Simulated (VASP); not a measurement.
A run of VASP 6.6.1 is set up as follows.

INCAR

```
SYSTEM = Sr3Ca
  ALGO = Normal
  EDIFF = 1E-6
  EDIFFG = -0.03
  ENCUT = 600
  GGA = CA
  IBRION = 2
  ISIF = 3
  ISMEAR = 1
  LASPH = .True.
  LCHARG = .False.
  LREAL = .False.
  LWAVE = .False.
  NELM = 60
  NSW = 60
  PREC = Accurate
  SIGMA = 0.02
```

The input KPOINTS:

```
k-points
0
Gamma
  4 4 4
  0 0 0
```

POSCAR

```
Sr3Ca
1.0
    5.9887520000      0.0000000000      0.0000000000
    0.0000000000      5.9887520000      0.0000000000
    0.0000000000      0.0000000000      5.9887520000
Sr Ca
3 1
Direct
    0.0000000000      0.5000000000      0.5000000000
    0.5000000000      0.0000000000      0.5000000000
    0.5000000000      0.5000000000      0.0000000000
    0.0000000000      0.0000000000      0.0000000000
```

Potentials or basis: VASP PAW LDA potentials, release 64 (Sr_sv, Ca_sv).

Launch:

```console
$ cat potpaw_LDA.64/Sr_sv/POTCAR potpaw_LDA.64/Ca_sv/POTCAR > POTCAR
$ mpirun -np 1 vasp_std > vasp.out
```

(1) What does it give for the relaxed volume?

(2) Estimate the relaxed cell.

Answers

(1) 45.82 Å³/atom.

(2) a = 5.680 Å, b = 5.680 Å, c = 5.680 Å, α = 90.00°, β = 90.00°, γ = 90.00°.
